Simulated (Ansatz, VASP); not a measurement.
# One calculation of TiO2, two programs

```
CELL_PARAMETERS angstrom
-1.88489 1.88489 4.77587
1.88489 -1.88489 4.77587
1.88489 1.88489 -4.77587
ATOMIC_POSITIONS crystal
Ti 0.00000 0.00000 0.00000
Ti 0.75000 0.25000 0.50000
O 0.20753 0.20753 0.00000
O 0.95753 0.45753 0.50000
O 0.54247 0.04247 0.50000
O 0.79247 0.79247 0.00000
```

Alike in both runs: functional PBEsol; k mesh 10 × 10 × 10; occupations fermi-dirac, width 0.05 eV; no spin polarisation.

Ansatz relaxed the structure, and its values are those at the end. VASP's run is a single point on that final structure, the one shown.

|  | VASP | Ansatz |
| --- | --- | --- |
| version | VASP 6.6.1 | Ansatz 0.2.0 |
| potentials or method | VASP PAW PBE potentials, release 64 (Ti_sv, O) | PAW with Ansatz's default frozen-core files, scalar-relativistic |
| plane-wave cutoff (eV) | 520 | 420 |
| valence electrons in the cell | 48 | 48 |

|  | VASP | Ansatz | Ansatz less VASP |
| --- | --- | --- | --- |
| pressure (GPa) | 0.7 | 0.0 | -0.70 |
| rms of the force components (eV/Å) | 0.009 | 0.000 | -0.0093 |

VASP's potentials were made for PBE, not for PBEsol. With one functional, cell and mesh, what is left measures potentials, basis and numerics.
